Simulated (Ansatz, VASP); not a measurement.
# One calculation of ZnS, two programs

```xyz
2
Lattice="-0.0141 2.6935 2.6935 2.6935 -0.0141 2.6935 2.6935 2.6935 -0.0141" Properties=species:S:1:pos:R:3 pbc="T T T"
Zn   -0.0024   -0.0024   -0.0024
S     1.3457    1.3457    1.3457
```

Change from the starting cell: epitaxial_111 strain +0.5%.

Alike in both runs: task single point; functional PBE; k mesh 8 × 8 × 8; occupations fermi-dirac, width 0.02 eV; no spin polarisation.

```csv
,VASP,Ansatz
version,VASP 6.6.1,Ansatz 0.2.0
potentials or method,"VASP PAW PBE potentials, release 64 (Zn, S)","plane waves, PAW"
plane-wave cutoff (eV),520,420
valence electrons in the cell,18,18
```

|  | VASP | Ansatz | Ansatz less VASP |
| --- | --- | --- | --- |
| gap on the k mesh at the Fermi level (eV) | 2.09 | 2.09 | -0.005 |
| pressure (GPa) | 1.9 | 1.7 | -0.16 |
| traceless stress, the component that is largest in VASP (GPa) | 0.25 | 0.25 | 0.000 |

With one functional, cell and mesh, what is left measures potentials, basis and numerics.
